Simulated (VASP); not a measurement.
Write the native input for VASP 6.6.1 that does the following.

```
Task                   : relaxation of cell and atoms
Functional             : PBE
Potentials or basis    : VASP PAW PBE potentials, release 64 (Al, Cu)
Cutoff                 : 600 eV
k mesh                 : 15 × 15 × 18
Occupations            : gaussian, width 0.1 eV
Spin                   : no spin polarisation
Dipole correction      : no
Further INCAR settings : ALGO = Normal; EDIFF = 1e-06; IBRION = 2; EDIFFG = -0.01; NSW = 100; ISIF = 3
```

The structure of AlCu2 lies in POSCAR:

```
AlCu2
1.0
    4.1694350827      0.0000000000      0.0000000000
   -2.0847175413      3.6108367010      0.0000000000
    0.0000000000      0.0000000000      2.5925998577
Al Cu
1 2
Direct
    0.0000000000      0.0000000000      0.0000000000
    0.3333333333      0.6666666667      0.5000000000
    0.6666666667      0.3333333333      0.5000000000
```

The input as run:

INCAR

```
ALGO = Normal ; EDIFF = 1E-6
EDIFFG = -0.01 ; ENCUT = 600
GGA = PE ; IBRION = 2
ISIF = 3 ; ISMEAR = 0
LASPH = True ; LCHARG = False
LREAL = False ; LWAVE = False
NELM = 100 ; NSW = 100
PREC = Accurate ; SIGMA = 0.1
```

KPOINTS

```
k-points
0
Gamma
  15 15 18
```

Potentials or basis: VASP PAW PBE potentials, release 64 (Al, Cu).

Run with:

```bash
$ cat potpaw_PBE.64/Al/POTCAR potpaw_PBE.64/Cu/POTCAR > POTCAR
$ mpirun -np 1 vasp_std > vasp.out
```

Results of the run:

```json
{
 "Relaxed volume": "13.05 Å³/atom",
 "Relaxed cell": "a = 4.174 Å, b = 4.174 Å, c = 2.594 Å, α = 90.00°, β = 90.00°, γ = 120.00°",
 "Space group after relaxing (to 0.05 Å)": "P6/mmm (No. 191)",
 "Energy gained by relaxing": "0.1 meV/atom",
 "Ionic steps": "3",
 "Pressure after relaxing": "0.0 GPa"
}
```

Run time: 4.9 min on 1 thread of Intel(R) Xeon(R) Platinum 8259CL CPU @ 2.50GHz (Skylake/Cascade Lake), on a shared host, peak memory 0.34 GiB.
